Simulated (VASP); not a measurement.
Input of a VASP 6.6.1 run:

File INCAR:

```
SYSTEM = Sc
PREC = Accurate
ENCUT = 520
EDIFF = 1E-6
ISMEAR = 0
SIGMA = 0.05
LREAL = .FALSE.
LASPH = .TRUE.
NELM = 80
ALGO = Normal
ISIF = 2
LWAVE = .FALSE.
LCHARG = .FALSE.
GGA = PE
NBANDS = 12
```

The input KPOINTS:

```
Automatic mesh
0
G
  16 16 16
  0 0 0
```

POSCAR

```
Sc
1.0
   -1.8386837403      1.8386837403      1.8386837403
    1.8386837403     -1.8386837403      1.8386837403
    1.8386837403      1.8386837403     -1.8386837403
Sc
1
Direct
    0.0000000000      0.0000000000      0.0000000000
```

Potentials or basis: VASP PAW PBE potentials, release 64 (Sc_sv).

Command:

```bash
$ cat potpaw_PBE.64/Sc_sv/POTCAR > POTCAR
$ mpirun -np 1 vasp_std > vasp.out
```

Task: Predict the pressure.

Result: 0.0 GPa.
